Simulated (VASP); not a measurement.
# TiO2 (P4_2/mnm) in VASP: elastic constants with PBEsol

Aim: the elastic constants of TiO2 with PBEsol.

Program: VASP 6.6.1. These are calculated values, not measurements. Logs are shortened: lines on timing, memory, paths and dates and some standing lists are left out, and cuts for length are marked.

### 1 The cell of the first run

It takes space group P4_2/mnm (No. 136, tetragonal). Conventional cell: a = 4.591 Å, b = 4.591 Å, c = 2.939 Å, α = 90.00°, β = 90.00°, γ = 90.00°. Ti (site symmetry mmm) has 6 O at 1.94 to 1.98 Å within 2.6 Å. O (site symmetry m2m) has 3 Ti at 1.94 to 1.98 Å and 1 O at 2.54 Å within 2.6 Å.

### 2 Elastic constants, PBEsol

INCAR reads:

```
SYSTEM = TiO2
PREC = Accurate
ENCUT = 600
EDIFF = 1E-8
ISMEAR = 0
SIGMA = 0.01
LREAL = .FALSE.
LASPH = .TRUE.
NELM = 60
ALGO = Normal
ISIF = 3
LWAVE = .FALSE.
LCHARG = .FALSE.
GGA = PS
IBRION = 6
NFREE = 2
POTIM = 0.015
NSW = 1
```

KPOINTS reads:

```
regular mesh
0
G
  4 4 6
  0 0 0
```

POSCAR reads:

```
TiO2
1.0
    4.5912550010      0.0000000000      0.0000000000
    0.0000000000      4.5912550010      0.0000000000
    0.0000000000      0.0000000000      2.9389931722
Ti O
2 4
Direct
    0.0000000000      0.0000000000      0.0000000000
    0.5000000000      0.5000000000      0.5000000000
    0.3044382565      0.3044382565      0.0000000000
    0.1955617435      0.8044382565      0.5000000000
    0.6955617435      0.6955617435      0.0000000000
    0.8044382565      0.1955617435      0.5000000000
```

Potentials or basis: VASP PAW PBE potentials, release 64 (Ti_sv, O).

Started as:

```
> cat potpaw_PBE.64/Ti_sv/POTCAR potpaw_PBE.64/O/POTCAR > POTCAR
> mpirun -np 1 vasp_std > vasp.out
```

OUTCAR:

```text
SYSTEM = TiO2
   PREC = Accurate
   ENCUT = 600
   EDIFF = 1E-8
   ISMEAR = 0
   LREAL = .FALSE.
   LASPH = .TRUE.
   NELM = 60
   ISIF = 3
   GGA = PS
   IBRION = 6
   NFREE = 2
   POTIM = 0.015
   NSW = 1

 ion  position               nearest neighbor table
   1  0.000  0.000  0.000-   4 1.94   6 1.94   4 1.94   6 1.94   5 1.98   3 1.98
   2  0.500  0.500  0.500-   3 1.94   5 1.94   3 1.94   5 1.94   4 1.98   6 1.98
   3  0.304  0.304  0.000-   2 1.94   2 1.94   1 1.98
   4  0.196  0.804  0.500-   1 1.94   1 1.94   2 1.98
   5  0.696  0.696  0.000-   2 1.94   2 1.94   1 1.98
   6  0.804  0.196  0.500-   1 1.94   1 1.94   2 1.98

  LATTYP: Found a simple tetragonal cell.
 ALAT       =     4.5912550010
 C/A-ratio  =     0.6401284990

  Lattice vectors:

 A1 = (   4.5912550010,   0.0000000000,   0.0000000000)
 A2 = (   0.0000000000,   4.5912550010,   0.0000000000)
 A3 = (   0.0000000000,   0.0000000000,   2.9389931722)

Analysis of symmetry for initial positions (statically):
=====================================================================
 Subroutine PRICEL returns:
 Original cell was already a primitive cell.

 Routine SETGRP: Setting up the symmetry group for a
 simple tetragonal supercell.

 Subroutine GETGRP returns: Found 16 space group operations
 (whereof  8 operations were pure point group operations)
 out of a pool of 16 trial point group operations.

The static configuration has the point symmetry D_2h.
 The point group associated with its full space group is D_4h.

Analysis of symmetry for dynamics (positions and initial velocities):
=====================================================================
 Subroutine PRICEL returns:
 Original cell was already a primitive cell.

 Routine SETGRP: Setting up the symmetry group for a
 simple tetragonal supercell.

 Subroutine GETGRP returns: Found 16 space group operations
 (whereof  8 operations were pure point group operations)
 out of a pool of 16 trial point group operations.

The dynamic configuration has the point symmetry D_2h.
 The point group associated with its full space group is D_4h.

 Subroutine INISYM returns: Found 16 space group operations
 (whereof  8 operations are pure point group operations),
 and found     1 'primitive' translations

----------------------------------------------------------------------------------------

                                     Primitive cell

  volume of cell :      61.9529

  direct lattice vectors                    reciprocal lattice vectors
     4.591255001  0.000000000  0.000000000     0.217805371  0.000000000  0.000000000
     0.000000000  4.591255001  0.000000000     0.000000000  0.217805371  0.000000000
     0.000000000  0.000000000  2.938993172     0.000000000  0.000000000  0.340252577

  length of vectors
     4.591255001  4.591255001  2.938993172     0.217805371  0.217805371  0.340252577

  position of ions in fractional coordinates (direct lattice)
     0.000000000  0.000000000  0.000000000
     0.500000000  0.500000000  0.500000000
     0.304438256  0.304438256  0.000000000
     0.195561744  0.804438256  0.500000000
     0.695561744  0.695561744  0.000000000
     0.804438256  0.195561744  0.500000000

  ion indices of the primitive-cell ions
   primitive index   ion index
                 1           1
                 2           2
[... 123 lines left out ...]
  free energy    TOTEN  =       -56.10535063 eV

  energy without entropy =      -56.10535063  energy(sigma->0) =      -56.10535063

------------------------ aborting loop because EDIFF is reached ----------------------------------------

  FORCE on cell =-STRESS in cart. coord.  units (eV):
  Direction    XX          YY          ZZ          XY          YZ          ZX
  --------------------------------------------------------------------------------------
  -------------------------------------------------------------------------------------
  Total        0.1334092      0.1334092      0.2568775      0.0000000      0.0000000      0.0000000
  in kB        3.4501270      3.4501270      6.6431680      0.0000000      0.0000000      0.0000000
  external PRESSURE =       4.5144740 kB  Pullay stress =       0.0000000 kB
[... 101 lines left out ...]
  FREE ENERGIE OF THE ION-ELECTRON SYSTEM (eV)
  ---------------------------------------------------
  free  energy   TOTEN  =       -56.0894659229 eV

  energy  without entropy=      -56.0894659229  energy(sigma->0) =      -56.08946592

[... ionic steps 4 to 18 ...]

--------------------------------------- Ionic step       19  -------------------------------------------

 number of electron      47.9999991 magnetization

------------------------ aborting loop because EDIFF is reached ----------------------------------------
[... 75 lines left out ...]
--------------------------------------- Ionic step       21  -------------------------------------------

 number of electron      47.9999994 magnetization

 Free energy of the ion-electron system (eV)
  ---------------------------------------------------
  ext. energy  EPLUGINS =         0.00000000
  ---------------------------------------------------
  free energy    TOTEN  =       -56.10444148 eV

  energy without entropy =      -56.10444148  energy(sigma->0) =      -56.10444148

 E-fermi :   4.9093     XC(G=0): -11.7423

 val. band max:        4.7994689217   @ k =   0.0000   0.0000   0.0000
 cond. band min:       6.6412354389   @ k =   0.0000   0.0000   0.0000
 fundamental gap:      1.8417665172
 Fermi energy:         4.9093358386

 k-point     1 :       0.0000    0.0000    0.0000
  band No.  band energies     occupation
      1     -51.8232      2.00000
      2     -51.8049      2.00000
      3     -28.2544      2.00000
      4     -28.2544      2.00000
      5     -28.0799      2.00000
      6     -28.0796      2.00000
[... 733 lines left out ...]
     27       8.0158      0.00000
     28       8.0166      0.00000

 [... further k-points ...]
[... 5 lines left out ...]
  --------------------------------------------------------------------------------------
  -------------------------------------------------------------------------------------
  Total        0.1373931      0.1373931      0.2600248      0.0023737     -0.0846313     -0.0846313
  in kB        3.5531556      3.5531556      6.7245621      0.0613881     -2.1886701     -2.1886685
  external PRESSURE =       4.6102911 kB  Pullay stress =       0.0000000 kB
[... 21 lines left out ...]
  FREE ENERGIE OF THE ION-ELECTRON SYSTEM (eV)
  ---------------------------------------------------
  free  energy   TOTEN  =       -56.1044414771 eV

  energy  without entropy=      -56.1044414771  energy(sigma->0) =      -56.10444148

 INTERNAL STRAIN TENSORS FROM STRAINED CELLS
 ============================================

 INTERNAL STRAIN TENSOR FOR ION    1 for displacements in x,y,z  (eV/Angst):
          X           Y           Z          XY          YZ          ZX
  --------------------------------------------------------------------------------
  x     0.00000     0.00000     0.00000    -0.00000     0.00000     0.00000
  y     0.00000     0.00000    -0.00000     0.00000    -0.00000     0.00000
  z     0.00000     0.00000     0.00000     0.00000     0.00000     0.00000

 INTERNAL STRAIN TENSORS FROM DISPLACED ATOMS
 ============================================

 INTERNAL STRAIN TENSOR FOR ION    1 for displacements in x,y,z  (eV/Angst):
          X           Y           Z          XY          YZ          ZX
  --------------------------------------------------------------------------------
  x     0.00000     0.00000     0.00000     0.00000     0.00000     0.00000
  y     0.00000     0.00000     0.00000     0.00000     0.00000     0.00000
  z     0.00000     0.00000     0.00000     0.00000     0.00000     0.00000

 INTERNAL STRAIN TENSOR FOR ION    6 for displacements in x,y,z  (eV/Angst):
          X           Y           Z          XY          YZ          ZX
  --------------------------------------------------------------------------------
  x     4.43737     2.03692     4.32320     1.20901     0.00000     0.00000
  y    -2.03692    -4.43737    -4.32320    -1.20901     0.00000     0.00000
  z     0.00000     0.00000     0.00000     0.00000    -5.64134     5.64134

 Eigenvectors and eigenvalues of the dynamical matrix
 ----------------------------------------------------

   1 f  =   23.884464 THz   150.070511 2PiTHz  796.699951 cm-1    98.778160 meV
             X         Y         Z           dx          dy          dz
      0.000000  0.000000  0.000000    -0.000000   -0.000000    0.000000
      2.295628  2.295628  1.469497     0.000000    0.000000   -0.000000
      1.397754  1.397754  0.000000    -0.353553   -0.353553    0.000000
      0.897874  3.693381  1.469497    -0.353553    0.353553    0.000000
      3.193501  3.193501  0.000000     0.353553    0.353553   -0.000000
      3.693381  0.897874  1.469497     0.353553   -0.353553   -0.000000
[... 145 lines left out ...]
  18 f/i=    0.038276 THz     0.240492 2PiTHz    1.276733 cm-1     0.158295 meV
             X         Y         Z           dx          dy          dz
      0.000000  0.000000  0.000000    -0.000000    0.000000   -0.540846
      2.295628  2.295628  1.469497    -0.000000    0.000000   -0.540846
      1.397754  1.397754  0.000000    -0.000000    0.000000   -0.322091
      0.897874  3.693381  1.469497    -0.000000    0.000000   -0.322091
      3.193501  3.193501  0.000000    -0.000000    0.000000   -0.322091
      3.693381  0.897874  1.469497    -0.000000    0.000000   -0.322091

--------------------------------------------------------------------------------------------------------

 ELASTIC MODULI CONTR FROM IONIC RELAXATION (kBar)
 Direction    XX          YY          ZZ          XY          YZ          ZX
 --------------------------------------------------------------------------------
 XX        -372.4153    163.6597   -139.3963      0.0000     -0.0000     -0.0000
 YY         163.6597   -372.4153   -139.3963     -0.0000      0.0000      0.0000
 ZZ        -139.3963   -139.3963   -186.1634     -0.0000     -0.0000      0.0000
 XY           0.0000     -0.0000     -0.0000     -8.0974      0.0000      0.0000
 YZ          -0.0000      0.0000     -0.0000      0.0000   -276.0010      0.0000
 ZX          -0.0000      0.0000      0.0000      0.0000      0.0000   -276.0006
 --------------------------------------------------------------------------------

 TOTAL ELASTIC MODULI (kBar)
 Direction    XX          YY          ZZ          XY          YZ          ZX
 --------------------------------------------------------------------------------
 XX        2760.0901   1974.7962   1608.2799      0.0000     -0.0000     -0.0000
 YY        1974.7962   2760.0901   1608.2799     -0.0000      0.0000      0.0000
 ZZ        1608.2799   1608.2799   4987.3669     -0.0000     -0.0000      0.0000
 XY           0.0000     -0.0000     -0.0000   2302.7349      0.0000      0.0000
 YZ          -0.0000      0.0000     -0.0000      0.0000   1193.7598      0.0000
 ZX          -0.0000      0.0000      0.0000      0.0000      0.0000   1193.7603
 --------------------------------------------------------------------------------
```

It took 23 min on 1 thread of Oxide Virtual Turin-like, shared host; peak memory 0.3 GiB.

What came out:

```yaml
Voigt_bulk_modulus: 232 GPa
Highest_phonon_frequency_at_Γ_LO-TO_splitting_left_out: 797 cm⁻¹
```

Phonon frequencies in cm⁻¹ (negative: imaginary):
```tsv
q point	frequencies
(0.000, 0.000, 0.000)	-1 0 0 85 87 102 102 137 368 368 376 415 450 450 480 480 594 797
```

Elastic tensor in Voigt notation (GPa, in the Cartesian axes of the cell as first typed):
```
276 197 161   0   0   0
197 276 161   0   0   0
161 161 499   0   0   0
  0   0   0 119   0   0
  0   0   0   0 119   0
  0   0   0   0   0 230
```

Clamped-ion elastic tensor (GPa):
```
313 181 175   0   0   0
181 313 175   0   0   0
175 175 517   0   0   0
  0   0   0 147   0   0
  0   0   0   0 147   0
  0   0   0   0   0 231
```

Caveat: the PAW data sets were made with another functional, which shifts forces and pressure a little.
